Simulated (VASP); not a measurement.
# Mg3CdS2 (P-3m1) in VASP: further runs

Runs on Mg3CdS2. Level: PBE. Tasks: single point, relaxation of cell and atoms.

Program: VASP 6.6.1. These are calculated values, not measurements. Logs are shortened: lines on timing, memory, paths and dates and some standing lists are left out, and cuts for length are marked.

## Step 1: The cell of the first run

The structure is trigonal, space group P-3m1 (No. 164). Conventional cell: a = 3.588 Å, b = 3.588 Å, c = 10.667 Å, α = 90.00°, β = 90.00°, γ = 120.00°. Within 3.4 Å of Mg (site symmetry -3m) lie 6 S at 2.57 Å. Within 3.4 Å of Mg (site symmetry 3m) lie 3 S at 2.57 Å and 3 Cd at 3.08 Å. Cd (site symmetry -3m) has 6 Mg at 3.08 Å and 6 Cd at 3.59 Å within 4.1 Å. S (site symmetry 3m) has 6 Mg at 2.57 Å within 3.4 Å.

## Step 2: Single point, PBE (volume scaled by 0.97, then relaxed in part)

The input, INCAR:

```
ALGO = Normal
EDIFF = 1E-6
ENCUT = 520
GGA = PE
ISIF = 2
ISMEAR = 0
LASPH = True
LCHARG = False
LREAL = False
LWAVE = False
NBANDS = 24
NELM = 80
PREC = Accurate
SIGMA = 0.1
```

The input, KPOINTS:

```
k-points
0
Gamma
  12 12 4
```

The input, POSCAR:

```
Mg3CdS2
1.0
    3.5877592513      0.0000000000      0.0000000000
   -1.7938796256      3.1070906543      0.0000000000
    0.0000000000      0.0000000000     10.6665219598
Mg Cd S
3 1 2
Direct
    0.0000000000      0.0000000000      0.5000000000
    0.3333333333      0.6666666667      0.2143147243
    0.6666666667      0.3333333333      0.7856852757
    0.0000000000      0.0000000000      0.0000000000
    0.3333333333      0.6666666667      0.6427473651
    0.6666666667      0.3333333333      0.3572526349
```

Potentials or basis: VASP PAW PBE potentials, release 64 (Mg, Cd, S).

Launch:

```bash
$ cat potpaw_PBE.64/Mg/POTCAR potpaw_PBE.64/Cd/POTCAR potpaw_PBE.64/S/POTCAR > POTCAR
$ mpirun -np 1 vasp_std > vasp.out
```

OUTCAR:

```text
EDIFF = 1E-6
   ENCUT = 520
   GGA = PE
   ISIF = 2
   ISMEAR = 0
   LASPH = True
   LREAL = False
   NELM = 80
   PREC = Accurate

 ion  position               nearest neighbor table
   1  0.000  0.000  0.500-   5 2.57   6 2.57   5 2.57   6 2.57   6 2.57   5 2.57
   2  0.333  0.667  0.214-   6 2.57   6 2.57   6 2.57   4 3.08   4 3.08   4 3.08
   3  0.667  0.333  0.786-   5 2.57   5 2.57   5 2.57   4 3.08   4 3.08   4 3.08
   4  0.000  0.000  0.000-   2 3.08   3 3.08   2 3.08   3 3.08   3 3.08   2 3.08
   5  0.333  0.667  0.643-   1 2.57   1 2.57   1 2.57   3 2.57   3 2.57   3 2.57
   6  0.667  0.333  0.357-   1 2.57   1 2.57   1 2.57   2 2.57   2 2.57   2 2.57

  LATTYP: Found a hexagonal cell.
 ALAT       =     3.5877592513
 C/A-ratio  =     2.9730316927

  Lattice vectors:

 A1 = (   3.5877592513,   0.0000000000,   0.0000000000)
 A2 = (  -1.7938796256,   3.1070906543,   0.0000000000)
 A3 = (   0.0000000000,   0.0000000000,  10.6665219598)

Analysis of symmetry for initial positions (statically):
=====================================================================
 Subroutine PRICEL returns:
 Original cell was already a primitive cell.

 Routine SETGRP: Setting up the symmetry group for a
 hexagonal supercell.

 Subroutine GETGRP returns: Found 12 space group operations
 (whereof 12 operations were pure point group operations)
 out of a pool of 24 trial point group operations.

The static configuration has the point symmetry D_3d.

Analysis of symmetry for dynamics (positions and initial velocities):
=====================================================================
 Subroutine PRICEL returns:
 Original cell was already a primitive cell.

 Routine SETGRP: Setting up the symmetry group for a
 hexagonal supercell.

 Subroutine GETGRP returns: Found 12 space group operations
 (whereof 12 operations were pure point group operations)
 out of a pool of 24 trial point group operations.

The dynamic configuration has the point symmetry D_3d.

 Subroutine INISYM returns: Found 12 space group operations
 (whereof 12 operations are pure point group operations),
 and found     1 'primitive' translations

----------------------------------------------------------------------------------------

                                     Primitive cell

  volume of cell :     118.9050

  direct lattice vectors                    reciprocal lattice vectors
     3.587759251  0.000000000  0.000000000     0.278725502  0.160922244  0.000000000
    -1.793879626  3.107090654  0.000000000     0.000000000  0.321844488  0.000000000
     0.000000000  0.000000000 10.666521960     0.000000000  0.000000000  0.093751272

  length of vectors
     3.587759251  3.587759251 10.666521960     0.321844488  0.321844488  0.093751272

  position of ions in fractional coordinates (direct lattice)
     0.000000000  0.000000000  0.500000000
     0.333333333  0.666666667  0.214314724
     0.666666667  0.333333333  0.785685276
     0.000000000  0.000000000  0.000000000
     0.333333333  0.666666667  0.642747365
     0.666666667  0.333333333  0.357252635

  ion indices of the primitive-cell ions
   primitive index   ion index
                 1           1
                 2           2
                 3           3
                 4           4
                 5           5
                 6           6

----------------------------------------------------------------------------------------

 KPOINTS: k-points

Automatic generation of k-mesh.
 Grid dimensions read from file:
 generate k-points for:   12   12    4

 Generating k-lattice:

  Cartesian coordinates                     Fractional coordinates (reciprocal lattice)
     0.023227125  0.013410187  0.000000000     0.083333333  0.000000000  0.000000000
     0.000000000  0.026820374  0.000000000     0.000000000  0.083333333  0.000000000
     0.000000000  0.000000000  0.023437818     0.000000000  0.000000000  0.250000000

  Length of vectors
     0.026820374  0.026820374  0.023437818

  Shift w.r.t. Gamma in fractional coordinates (k-lattice)
     0.000000000  0.000000000  0.000000000

 Subroutine IBZKPT returns following result:
 ===========================================

 Found     69 irreducible k-points:

 Following reciprocal coordinates:
            Coordinates               Weight
  0.000000  0.000000  0.000000      1.000000
  0.083333  0.000000  0.000000      6.000000
  0.166667  0.000000  0.000000      6.000000
  0.250000  0.000000  0.000000      6.000000
  0.333333  0.000000  0.000000      6.000000
  0.416667  0.000000  0.000000      6.000000
[... 16 lines left out ...]
  0.166667  0.000000  0.250000      6.000000
  0.000000  0.166667  0.250000      6.000000
 [... further k-points ...]
   k-points           NKPTS =     69   k-points in BZ     NKDIM =     69   number of bands    NBANDS=     24
   number of dos      NEDOS =    301   number of ions     NIONS =      6
   total plane-waves  NPLWV =  62720
   dimension x,y,z NGX =    28 NGY =   28 NGZ =   80
   dimension x,y,z NGXF=    56 NGYF=   56 NGZF=  160
   ions per type =               3   1   2
   NGX,Y,Z   is equivalent  to a cutoff of  12.97, 12.97, 12.47 a.u.
   NGXF,Y,Z  is equivalent  to a cutoff of  25.95, 25.95, 24.94 a.u.
 SYSTEM =  unknown system
   PREC   = accura    normal or accurate (medium, high low for compatibility)
   ISTART =      0    job   : 0-new  1-cont  2-samecut
   ICHARG =      2    charge: 1-file 2-atom 10-const
   ISPIN  =      1    spin polarized calculation?
   LNONCOLLINEAR =      F non collinear calculations
   LSORBIT =      F    spin-orbit coupling
   LASPH  =      T    aspherical Exc in radial PAW
   ENCUT  =  520.0 eV  38.22 Ry    6.18 a.u.   6.67  6.67 19.83*2*pi/ulx,y,z
   NELM   =     80;   NELMIN=  2; NELMDL= -5     # of ELM steps
   EDIFF  = 0.1E-05   stopping-criterion for ELM
   LREAL  =      F    real-space projection
   EDIFFG = 0.1E-04   stopping-criterion for IOM
   NSW    =      0    number of steps for IOM
   IBRION =     -1    ionic relax: 0-MD 1-quasi-New 2-CG
   NFREE  =      0    steps in history (QN), initial steepest desc. (CG)
   ISIF   =      2    stress and relaxation
   ISYM   =      2    0-nonsym 1-usesym 2-fastsym
   POTIM  = 0.5000    time-step for ionic-motion
   TEBEG  =    0.0;   TEEND  =   0.0 temperature during run
   PSTRESS=    0.0 pullay stress
   NELECT =      30.0000    total number of electrons
   NUPDOWN=      -1.0000    fix difference up-down
   EMIN   =  10.00;   EMAX   =-10.00  energy-range for DOS
   EFERMI =   0.00;   METHOD = LEGACY
   ISMEAR =     0;   SIGMA  =   0.10  broadening in eV -4-tet -1-fermi 0-gaus
   EFERMI_NEDOS =   21; number of points for ismear=-14 and -15
   IALGO  =     38    algorithm
   IMIX   =      4    mixing-type and parameters
     AMIX     =   0.40;   BMIX     =  1.00
     AMIX_MAG =   1.60;   BMIX_MAG =  1.00
  volume/ion in A,a.u.               =      19.82       133.74
  Fermi-wavevector in a.u.,A,eV,Ry     =   1.034464  1.954853 14.559799  1.070115
  Thomas-Fermi vector in A             =   2.168760
   LORBIT       =      0    0 simple, 1 ext, 2 COOP (PROOUT), +10 PAW based schemes
   GGA     = PE    functional components
   LHFCALC =     F    Hartree Fock is set to
   AEXX    =    0.0000 exact exchange contribution
   IVDW    =     0    specifies the selected vdW correction
   LEPSILON=     F    determine dielectric tensor
   LRPA    =     F    only Hartree local field effects (RPA)
 non-spin polarized calculation
 Gauss-broadening in eV      SIGMA  =   0.10
  energy-cutoff  :      520.00
  volume of cell :      118.90
 maximum number of plane-waves:      3238
 NGX is ok and might be reduce to    28
   NGX = 13   NGY = 13   NGZ = 39

 number of electron      30.0000008 magnetization

 Free energy of the ion-electron system (eV)
  ---------------------------------------------------
  ext. energy  EPLUGINS =         0.00000000
  ---------------------------------------------------
  free energy    TOTEN  =       -18.78168176 eV

  energy without entropy =      -18.77707919  energy(sigma->0) =      -18.77938048

 E-fermi :   4.1861     XC(G=0):  -9.5438

 val. band max:        4.1845377560   @ k =   0.2500   0.2500   0.0000
 cond. band min:       4.1862776572   @ k =   0.3333   0.3333   0.0000
 fundamental gap:      0.0017399012
 Fermi energy:         4.1861071307

 k-point     1 :       0.0000    0.0000    0.0000
  band No.  band energies     occupation
      1     -10.3165      2.00000
      2      -9.6776      2.00000
      3      -4.4399      2.00000
      4      -4.3069      2.00000
      5      -4.3069      2.00000
      6      -4.1821      2.00000
[... 16 lines left out ...]
     23      11.2867      0.00000
     24      11.3998      0.00000

 k-point     2 :       0.0833    0.0000    0.0000
  band No.  band energies     occupation
      1     -10.2546      2.00000
      2      -9.6279      2.00000
      3      -4.4262      2.00000
      4      -4.3147      2.00000
      5      -4.2875      2.00000
      6      -4.2022      2.00000
[... 16 lines left out ...]
     23      10.8332      0.00000
     24      11.0451      0.00000

 k-point     3 :       0.1667    0.0000    0.0000
  band No.  band energies     occupation
      1     -10.0759      2.00000
      2      -9.4876      2.00000
      3      -4.4027      2.00000
      4      -4.3274      2.00000
      5      -4.2529      2.00000
      6      -4.2383      2.00000
[... 16 lines left out ...]
     23      10.4838      0.00000
     24      10.6524      0.00000

 k-point     4 :       0.2500    0.0000    0.0000
  band No.  band energies     occupation
      1      -9.8041      2.00000
      2      -9.2848      2.00000
      3      -4.4209      2.00000
      4      -4.3338      2.00000
      5      -4.2841      2.00000
      6      -4.2194      2.00000
[... 16 lines left out ...]
     23      10.8074      0.00000
     24      10.9140      0.00000

 k-point     5 :       0.3333    0.0000    0.0000
  band No.  band energies     occupation
      1      -9.4853      2.00000
      2      -9.0721      2.00000
      3      -4.4648      2.00000
      4      -4.3853      2.00000
      5      -4.2461      2.00000
      6      -4.2293      2.00000
[... 16 lines left out ...]
     23      10.1381      0.00000
     24      11.1282      0.00000

 k-point     6 :       0.4167    0.0000    0.0000
  band No.  band energies     occupation
      1      -9.1977      2.00000
      2      -8.9233      2.00000
      3      -4.5018      2.00000
      4      -4.4236      2.00000
      5      -4.2384      2.00000
      6      -4.2145      2.00000
[... 16 lines left out ...]
     23       9.6043      0.00000
     24      10.9265      0.00000
[... 379 lines left out ...]
 k-point    21 :       0.0833    0.0000    0.2500
  band No.  band energies     occupation
      1     -10.2539      2.00000
      2      -9.6291      2.00000
      3      -4.4240      2.00000
      4      -4.3147      2.00000
      5      -4.2875      2.00000
      6      -4.2027      2.00000
[... 16 lines left out ...]
     23      10.7365      0.00000
     24      11.0854      0.00000

 k-point    22 :       0.0000    0.0833    0.2500
  band No.  band energies     occupation
      1     -10.2539      2.00000
      2      -9.6292      2.00000
      3      -4.4240      2.00000
      4      -4.3148      2.00000
      5      -4.2875      2.00000
      6      -4.2026      2.00000
[... 16 lines left out ...]
     23      10.7700      0.00000
     24      10.8666      0.00000

 k-point    23 :       0.1667    0.0000    0.2500
  band No.  band energies     occupation
      1     -10.0753      2.00000
      2      -9.4886      2.00000
      3      -4.4017      2.00000
      4      -4.3263      2.00000
      5      -4.2544      2.00000
      6      -4.2383      2.00000
[... 16 lines left out ...]
     23      10.4440      0.00000
     24      10.9078      0.00000

 k-point    24 :       0.0000    0.1667    0.2500
  band No.  band energies     occupation
      1     -10.0753      2.00000
      2      -9.4886      2.00000
      3      -4.4013      2.00000
      4      -4.3273      2.00000
      5      -4.2534      2.00000
      6      -4.2383      2.00000
[... 16 lines left out ...]
     23      10.4542      0.00000
     24      10.6643      0.00000

 [... further k-points ...]

------------------------ aborting loop because EDIFF is reached ----------------------------------------

  FORCE on cell =-STRESS in cart. coord.  units (eV):
  Direction    XX          YY          ZZ          XY          YZ          ZX
  --------------------------------------------------------------------------------------
  -------------------------------------------------------------------------------------
  Total        1.0988602      1.0988602      1.1004764      0.0000000      0.0000000     -0.0000000
  in kB       14.8065196     14.8065196     14.8282973      0.0000000      0.0000000     -0.0000000
  external PRESSURE =      14.8137788 kB  Pullay stress =       0.0000000 kB

 VOLUME and BASIS-vectors are now :
 -----------------------------------------------------------------------------
  energy-cutoff  :      520.00
  volume of cell :      118.90
      direct lattice vectors                 reciprocal lattice vectors
     3.587759251  0.000000000  0.000000000     0.278725502  0.160922244  0.000000000
    -1.793879626  3.107090654  0.000000000     0.000000000  0.321844488  0.000000000
     0.000000000  0.000000000 10.666521960     0.000000000  0.000000000  0.093751272

 POSITION                                       TOTAL-FORCE (eV/Angst)
 -----------------------------------------------------------------------------------
      0.00000      0.00000      5.33326         0.000000      0.000000      0.000000
     -0.00000      2.07139      2.28599         0.000000     -0.000000      0.008635
      1.79388      1.03570      8.38053        -0.000000      0.000000     -0.008635
      0.00000      0.00000      0.00000         0.000000      0.000000      0.000000
     -0.00000      2.07139      6.85588         0.000000     -0.000000     -0.007232
      1.79388      1.03570      3.81064        -0.000000      0.000000      0.007232
 -----------------------------------------------------------------------------------
    total drift:                               -0.000000      0.000000      0.000000

  FREE ENERGIE OF THE ION-ELECTRON SYSTEM (eV)
  ---------------------------------------------------
  free  energy   TOTEN  =       -18.7816817640 eV

  energy  without entropy=      -18.7770791929  energy(sigma->0) =      -18.77938048
```

Wall time 1.9 min (1 thread of Intel Xeon 6975P-C (Granite Rapids), shared host); peak memory 0.36 GiB.

Results:

```
Free energy            : -18.7817 eV
Pressure               : 1.5 GPa
Largest force          : 0.009 eV/Å
Band gap on the k mesh : zero (band 15 reaches 4.33 eV, above the bottom of band 16 at 3.99 eV)
```

Forces in eV/Å, atoms in the order of the input:
```
Mg   0.000  0.000  0.000
Mg   0.000  0.000  0.009
Mg   0.000  0.000 -0.009
Cd   0.000  0.000  0.000
S    0.000  0.000 -0.007
S    0.000  0.000  0.007
```

Caveat: the cell differs from its parent crystal (volume scaled by 0.97, then relaxed in part).

## Step 3: Single point, PBE

This run uses another cell than the first one, of 20.43 Å³/atom, 1.031 times its volume.

The input, INCAR:

```
ALGO = Normal ; EDIFF = 1E-6
ENCUT = 520 ; GGA = PE
ISIF = 2 ; ISMEAR = 0
LASPH = T ; LCHARG = F
LREAL = F ; LWAVE = F
NBANDS = 24 ; NELM = 60
PREC = Accurate ; SIGMA = 0.1
```

KPOINTS is that of step 2.

The input, POSCAR:

```
Mg3CdS2
1.0
    3.6259428647      0.0000000000      0.0000000000
   -1.8129714323      3.1401586335      0.0000000000
    0.0000000000      0.0000000000     10.7660345835
Mg Cd S
3 1 2
Direct
    0.0000000000      0.0000000000      0.5000000000
    0.3333333333      0.6666666667      0.2156986913
    0.6666666667      0.3333333333      0.7843013087
    0.0000000000      0.0000000000      0.0000000000
    0.3333333333      0.6666666667      0.6420268938
    0.6666666667      0.3333333333      0.3579731062
```

Potentials or basis: VASP PAW PBE potentials, release 64 (Mg, Cd, S).

Launch:

```bash
$ cat potpaw_PBE.64/Mg/POTCAR potpaw_PBE.64/Cd/POTCAR potpaw_PBE.64/S/POTCAR > POTCAR
$ mpirun -np 1 vasp_std > vasp.out
```

OUTCAR:

```text
EDIFF = 1E-6
   ENCUT = 520
   GGA = PE
   ISIF = 2
   ISMEAR = 0
   LASPH = T
   LREAL = F
   NELM = 60
   PREC = Accurate

 ion  position               nearest neighbor table
   1  0.000  0.000  0.500-   5 2.59   6 2.59   5 2.59   6 2.59   6 2.59   5 2.59
   2  0.333  0.667  0.216-   6 2.59   6 2.59   6 2.59   4 3.13   4 3.13   4 3.13
   3  0.667  0.333  0.784-   5 2.59   5 2.59   5 2.59   4 3.13   4 3.13   4 3.13
   4  0.000  0.000  0.000-   2 3.13   3 3.13   2 3.13   3 3.13   3 3.13   2 3.13
   5  0.333  0.667  0.642-   1 2.59   1 2.59   1 2.59   3 2.59   3 2.59   3 2.59
   6  0.667  0.333  0.358-   1 2.59   1 2.59   1 2.59   2 2.59   2 2.59   2 2.59
[... 857 lines left out ...]
  Total       -0.1347544     -0.1347544     -0.1363639     -0.0000000      0.0000000     -0.0000000
  in kB       -1.7612670     -1.7612670     -1.7823035     -0.0000000      0.0000000     -0.0000000
  external PRESSURE =      -1.7682792 kB  Pullay stress =       0.0000000 kB

 VOLUME and BASIS-vectors are now :
 -----------------------------------------------------------------------------
  energy-cutoff  :      520.00
  volume of cell :      122.58
      direct lattice vectors                 reciprocal lattice vectors
     3.625942865  0.000000000  0.000000000     0.275790336  0.159227625  0.000000000
    -1.812971432  3.140158634  0.000000000     0.000000000  0.318455249  0.000000000
     0.000000000  0.000000000 10.766034583     0.000000000  0.000000000  0.092884710

 POSITION                                       TOTAL-FORCE (eV/Angst)
 -----------------------------------------------------------------------------------
      0.00000      0.00000      5.38302        -0.000000      0.000000      0.000000
     -0.00000      2.09344      2.32222        -0.000000      0.000000      0.009442
      1.81297      1.04672      8.44382        -0.000000      0.000000     -0.009442
      0.00000      0.00000      0.00000        -0.000000      0.000000      0.000000
     -0.00000      2.09344      6.91208         0.000000     -0.000000     -0.004362
      1.81297      1.04672      3.85395        -0.000000      0.000000      0.004362
 -----------------------------------------------------------------------------------
    total drift:                                0.000000     -0.000000      0.000000

  FREE ENERGIE OF THE ION-ELECTRON SYSTEM (eV)
  ---------------------------------------------------
  free  energy   TOTEN  =       -18.7970145416 eV

  energy  without entropy=      -18.7923384522  energy(sigma->0) =      -18.79467650
```

OSZICAR:

```text
N       E                     dE             d eps       ncg     rms          rms(c)
DAV:   1     0.150785273585E+03    0.15079E+03   -0.12903E+04  3320   0.107E+03
DAV:   2    -0.873533447664E+01   -0.15952E+03   -0.14905E+03  4096   0.228E+02
DAV:   3    -0.196678922835E+02   -0.10933E+02   -0.10878E+02  4296   0.576E+01
DAV:   4    -0.197898623827E+02   -0.12197E+00   -0.12193E+00  3800   0.642E+00
DAV:   5    -0.197916998737E+02   -0.18375E-02   -0.18374E-02  4464   0.799E-01    0.740E+00
DAV:   6    -0.188802893703E+02    0.91141E+00   -0.17042E+00  4232   0.716E+00    0.560E+00
DAV:   7    -0.187989193020E+02    0.81370E-01   -0.61501E-01  4200   0.313E+00    0.299E+00
DAV:   8    -0.187968178400E+02    0.21015E-02   -0.37843E-02  3704   0.104E+00    0.316E-01
DAV:   9    -0.187969029061E+02   -0.85066E-04   -0.11485E-03  4336   0.225E-01    0.161E-01
DAV:  10    -0.187969810409E+02   -0.78135E-04   -0.10952E-04  3840   0.624E-02    0.653E-02
DAV:  11    -0.187970144501E+02   -0.33409E-04   -0.85302E-05  4176   0.571E-02    0.108E-02
DAV:  12    -0.187970145416E+02   -0.91489E-07   -0.19343E-06  3816   0.676E-03
   1 F= -.18797015E+02 E0= -.18794676E+02  d E =-.467609E-02
```

Run time: 1.7 min. Hardware: 1 thread of Intel Xeon 6975P-C (Granite Rapids), shared host; peak memory 0.37 GiB.

What came out:

```yaml
Free_energy: -18.7970 eV
Pressure: -0.2 GPa
Largest_force: 0.009 eV/Å
Band_gap_on_the_k_mesh: zero (band 15 reaches 4.12 eV, above the bottom of band 16 at 3.81 eV)
```

Forces on the atoms (eV/Å):
```
Mg   0.000  0.000  0.000
Mg   0.000  0.000  0.009
Mg   0.000  0.000 -0.009
Cd   0.000  0.000  0.000
S    0.000  0.000 -0.004
S    0.000  0.000  0.004
```

(Continued in part 2 of 2.)
